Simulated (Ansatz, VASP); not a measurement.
## Two plane-wave programs on MgPbS3

File POSCAR:

```
MgPbS3
1.0
    5.0877575810      0.0000000000      0.0000000000
    0.0000000000      5.0877575810      0.0000000000
    0.0000000000      0.0000000000      5.0877575810
Mg Pb S
1 1 3
Direct
    0.0000000000      0.0000000000      0.0000000000
    0.5000000000      0.5000000000      0.5000000000
    0.5000000000      0.5000000000      0.0000000000
    0.5000000000      0.0000000000      0.5000000000
    0.0000000000      0.5000000000      0.5000000000
```

The input INCAR.step1:

```
PREC = Accurate ; ENCUT = 520
ISMEAR = -1 ; SIGMA = 0.03
LREAL = False ; LASPH = True
NELM = 80 ; NBANDS = 25
GGA = PE ; ALGO = Normal
EDIFF = 1E-4 ; LWAVE = True
LCHARG = False
```

Contents of INCAR.step2:

```
PREC = Accurate ; ENCUT = 520
EDIFF = 1E-7 ; ISMEAR = -1
SIGMA = 0.03 ; LREAL = False
LASPH = True ; NELM = 80
ALGO = Normal ; ISIF = 2
LWAVE = False ; LCHARG = False
METAGGA = R2SCAN ; LMIXTAU = True
LUSE_VDW = True ; IVDW_NL = 2
BPARAM = 11.95 ; CPARAM = 0.0093
NBANDS = 25 ; ISTART = 1
```

Contents of KPOINTS:

```
regular mesh
0
Gamma
  6 6 6
```

Input for Ansatz:

```yaml
crystal:
  lattice:
    - [5.087757581, 0.0, 0.0]
    - [0.0, 5.087757581, 0.0]
    - [0.0, 0.0, 5.087757581]
  atoms:
    - { symbol: Mg, position: [0.0, 0.0, 0.0] }
    - { symbol: Pb, position: [0.5, 0.5, 0.5] }
    - { symbol: S, position: [0.5, 0.5, 0.0] }
    - { symbol: S, position: [0.5, 0.0, 0.5] }
    - { symbol: S, position: [0.0, 0.5, 0.5] }
kpoints:
  mp_grid: { grid: [6, 6, 6] }
  band_path:
    path: [[0.0, 0.0, 0.0], [0.0, 0.5, 0.0], [0.5, 0.5, 0.0], [0.5, 0.5, 0.5]]
    npoints: 1
hamiltonian:
  xc: r2scan
  dispersion: rvv10
scf:
  occupations: { method: fermi_dirac, width: 0.03 }
  n_extra_bands: 5
output:
  forces: true
  stress: true
  eigenvalues: true
  write_density: true
  write_potential: true
  elf: true
  volumetric_format: npy
```

Alike in both runs: task single point; functional r2SCAN; dispersion rVV10; k mesh 6 × 6 × 6; occupations fermi-dirac, width 0.03 eV; no spin polarisation.

```csv
,VASP,Ansatz
version,VASP 6.6.1,Ansatz 0.2.0
potentials or method,"VASP PAW PBE potentials, release 64 (Mg, Pb_d, S)","plane waves, PAW"
plane-wave cutoff (eV),520,500
valence electrons in the cell,34,42
```

```csv
,VASP,Ansatz,Ansatz less VASP
pressure (GPa),-0.1,-0.2,-0.04
```

VASP's potentials were made for PBE, not for r2SCAN. VASP's potentials hold 34 valence electrons a cell and Ansatz's 42, so a difference there can come from the potentials and not from the codes.

Neither program's run includes spin-orbit coupling.
